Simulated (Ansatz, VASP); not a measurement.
# Two plane-wave programs on Rh

File INCAR:

```
ALGO = Normal
EDIFF = 1E-6
ENCUT = 500
GGA = PS
GGA_COMPAT = False
ISIF = 2
ISMEAR = -1
IVDW = 12
LASPH = True
LCHARG = False
LREAL = False
LWAVE = False
NBANDS = 14
NELM = 120
PREC = Accurate
SIGMA = 0.1
```

The input KPOINTS:

```
k-points
0
Gamma
  8 8 8
```

POSCAR

```
Rh
1.0
    0.0000000000      1.8978500000      1.8978500000
    1.8978500000      0.0000000000      1.8978500000
    1.8978500000      1.8978500000      0.0000000000
Rh
1
Direct
    0.0000000000      0.0000000000      0.0000000000
```

Input for Ansatz:

```yaml
crystal:
  lattice:
    - [0.0, 1.89785, 1.89785]
    - [1.89785, 0.0, 1.89785]
    - [1.89785, 1.89785, 0.0]
  atoms:
    - { symbol: Rh, position: [0.0, 0.0, 0.0] }
basis:
  ecutwfc: 489.804952427784
  ecutrho_ratio: 8
kpoints:
  mp_grid:
    grid: [8, 8, 8]
hamiltonian:
  xc: pbesol
  dispersion: d3bj
scf:
  max_iter: 100
  convergence:
    dr2_threshold: 1.0e-09
  mixing:
    algorithm: anderson
    beta: 0.7
  occupations:
    method: fermi_dirac
  eigensolver:
    kind: davidson
    full_accuracy: true
output:
  forces: true
  stress: true
```

Alike in both runs: task single point; functional PBEsol; dispersion D3(BJ); k mesh 8 × 8 × 8; no spin polarisation.

|  | VASP | Ansatz |
| --- | --- | --- |
| version | VASP 6.6.1 | Ansatz 0.2.0 |
| potentials or method | VASP PAW PBE potentials, release 64 (Rh_pv), cutoff 500 eV | plane waves, PAW |
| occupations | fermi-dirac, width 0.1 eV | fermi-dirac |
| valence electrons in the cell | 15 | 17 |

```tsv
	VASP	Ansatz	Ansatz less VASP
pressure (GPa)	-9.5	-9.5	-0.01
```

VASP's potentials were made for PBE, not for PBEsol. VASP's potentials hold 15 valence electrons a cell and Ansatz's 17, so a difference there can come from the potentials and not from the codes. Ansatz's warnings: stress scf threshold loose.
